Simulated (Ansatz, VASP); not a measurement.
**Al in VASP and in Ansatz**

File INCAR:

```
ALGO = Fast
EDIFF = 1E-6
ENCUT = 520
GGA = CA
ISIF = 2
ISMEAR = 0
LASPH = True
LCHARG = False
LREAL = False
LWAVE = False
NBANDS = 18
NELM = 100
PREC = Accurate
SIGMA = 0.15
```

The input KPOINTS:

```
k-points
0
Gamma
  19 19 4
```

File POSCAR:

```
Al
1.0
    2.0239800000     -2.0239800000      0.0000000000
    2.0239800000      0.0000000000     -2.0239800000
    8.0093174596      8.0093174596      8.0093174596
Al
6
Direct
    0.6666666667      0.6666666667      0.0842175468
    0.0000000000      0.0000000000      0.9265614836
    0.3333333333      0.3333333333      0.2526863342
    0.6666666667      0.6666666667      0.5896239089
    0.0000000000      0.0000000000      0.4211551215
    0.3333333333      0.3333333333      0.7580926962
```

Input for Ansatz:

```yaml
crystal:
  lattice:
    - [2.02398, -2.02398, 0.0]
    - [2.02398, 0.0, -2.02398]
    - [8.0093174596, 8.0093174596, 8.0093174596]
  atoms:
    - { symbol: Al, position: [0.6666666667, 0.6666666667, 0.0842175468] }
    - { symbol: Al, position: [0.0, 0.0, 0.9265614836] }
    - { symbol: Al, position: [0.3333333333, 0.3333333333, 0.2526863342] }
    - { symbol: Al, position: [0.6666666667, 0.6666666667, 0.5896239089] }
    - { symbol: Al, position: [0.0, 0.0, 0.4211551215] }
    - { symbol: Al, position: [0.3333333333, 0.3333333333, 0.7580926962] }
basis:
  ecutwfc: 420
kpoints:
  mp_grid: { grid: [19, 19, 4] }
hamiltonian:
  xc: lda
scf:
  occupations: { method: gaussian, width: 0.15 }
output:
  forces: true
  stress: true
  eigenvalues: true
  write_density: true
  write_potential: true
  elf: true
  volumetric_format: npy
```

Alike in both runs: task single point; functional LDA; k mesh 19 × 19 × 4; occupations gaussian, width 0.15 eV; no spin polarisation.

|  | VASP | Ansatz |
| --- | --- | --- |
| version | VASP 6.6.1 | Ansatz 0.2.0 |
| potentials or method | VASP PAW LDA potentials, release 64 (Al), cutoff 520 eV | scalar-relativistic, plane waves, PAW |
| valence electrons in the cell | 18 | 18 |

|  | VASP | Ansatz | Ansatz less VASP |
| --- | --- | --- | --- |
| gap on the k mesh at the Fermi level (eV) | none | none | - |
| pressure (GPa) | -2.7 | -2.7 | -0.05 |
| traceless stress, the component that is largest in VASP (GPa) | 0.27 | 0.27 | -0.002 |
| rms of the force components (eV/Å) | 0.139 | 0.138 | -0.0014 |

LDA's correlation is that of Perdew and Zunger in VASP and of Perdew and Wang (1992) in Ansatz. Atom by atom the forces differ by 0.001 eV/Å (rms over components). A gap of «none» marks a metal or a gap that the smearing closes.
